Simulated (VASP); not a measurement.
Write the native input for VASP 6.6.1 that does the following.

```yaml
Task: single point
Functional: PBE
Potentials_or_basis: VASP PAW PBE potentials, release 64 (Zr_sv, H)
Cutoff: 520 eV
k_mesh: 6 × 6 × 4
Occupations: gaussian, width 0.1 eV
Spin: no spin polarisation
Dipole_correction: no
Further_INCAR_settings: ALGO = Normal; EDIFF = 1e-06; NBANDS = 18
```

The structure of ZrH6 lies in POSCAR:

```
ZrH6
1.0
    1.6545802300     -2.6880533200      0.0000000000
    1.6545802300      2.6880533200      0.0000000000
    0.0000000000      0.0000000000      6.3997781400
Zr H
1 6
Direct
    0.5000000000      0.5000000000      0.0769086800
    0.8469168000      0.6767821200      0.7815769300
    0.1530832000      0.3232178800      0.7815769300
    0.6767821200      0.8469168000      0.7815769300
    0.3232178800      0.1530832000      0.7815769300
    0.1403530800      0.1403530800      0.1870421800
    0.8596469200      0.8596469200      0.1870421800
```

The cell was built from a structure type or drawn by symmetry, and may not be a known phase.

These files were run (other wordings do the same):

INCAR

```
SYSTEM = ZrH6
PREC = Accurate ; ENCUT = 520
EDIFF = 1E-6 ; ISMEAR = 0
SIGMA = 0.1 ; LREAL = .False.
LASPH = .True. ; NELM = 80
ALGO = Normal ; ISIF = 2
LWAVE = .False. ; LCHARG = .False.
GGA = PE ; NBANDS = 18
```

KPOINTS

```
regular mesh
0
Gamma
  6 6 4
  0 0 0
```

Potentials or basis: VASP PAW PBE potentials, release 64 (Zr_sv, H).

Command:

```bash
$ cat potpaw_PBE.64/Zr_sv/POTCAR potpaw_PBE.64/H/POTCAR > POTCAR
$ mpirun -np 1 vasp_std > vasp.out
```

Results of the run:

* Pressure: 31.5 GPa
* Largest force: 10.666 eV/Å
* Band gap on the k mesh: zero (bands 9 and 10 overlap by 1.49 eV)

Caveat: the k points lie up to 0.37 Å⁻¹ apart, too coarse for converged energies and pressures of a metal; forces of over 1 eV/Å act on the atoms, so gaps and moduli don't describe the material at rest.

Wall time 19 s on 1 thread of Intel(R) Xeon(R) 6975P-C (Granite Rapids), on a shared host, peak memory 0.18 GiB.
